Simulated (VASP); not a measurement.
## ZrB2 (dpbe): single point with PBE

The system is ZrB2 (dpbe).

```xyz
3
Lattice="3.1713 0.0000 0.0000 -1.5856 2.7464 0.0000 0.0000 0.0000 3.5426" Properties=species:S:1:pos:R:3 pbc="T T T"
Zr    0.0000    0.0000    0.0000
B     0.0000    1.8310    1.7713
B     1.5856    0.9155    1.7713
```

```
Program                : VASP 6.6.1
Task                   : single point
Functional             : PBE
Potentials or basis    : VASP PAW PBE potentials, release 64 (Zr_sv, B)
Cutoff                 : 520 eV
k mesh                 : 12 × 12 × 12
Occupations            : fermi-dirac, width 0.15 eV
Spin                   : no spin polarisation
Dipole correction      : no
Further INCAR settings : ALGO = Normal; EDIFF = 1e-07; NBANDS = 16
```

```
Pressure               : 0.1 GPa
Band gap on the k mesh : zero (band 9 reaches 11.27 eV, above the bottom of band 10 at 9.94 eV)
```

Levels at points of the mesh, in eV from the Fermi level:
| k point | band 6 | band 7 | band 8 | band 9 | band 10 | band 11 | band 12 | band 13 |
| --- | --- | --- | --- | --- | --- | --- | --- | --- |
| (0.00, 0.00, 0.00) | -2.61 | -2.61 | -2.58 | -2.37 | 3.38 | 3.38 | 4.14 | 4.14 |
| (0.50, 0.00, 0.00) | -8.51 | -3.90 | -3.05 | -2.67 | 2.22 | 2.29 | 4.92 | 4.97 |
| (0.00, 0.00, 0.50) | -6.95 | -0.96 | -0.96 | 0.35 | 0.35 | 0.78 | 0.78 | 1.78 |
| (0.50, 0.00, 0.50) | -7.00 | -4.59 | -4.12 | -2.01 | 3.69 | 4.07 | 5.28 | 6.17 |

Run time: 30 s on 1 thread of Intel(R) Xeon(R) Platinum 8488C (Sapphire Rapids) (shared host), peak memory 0.19 GiB.
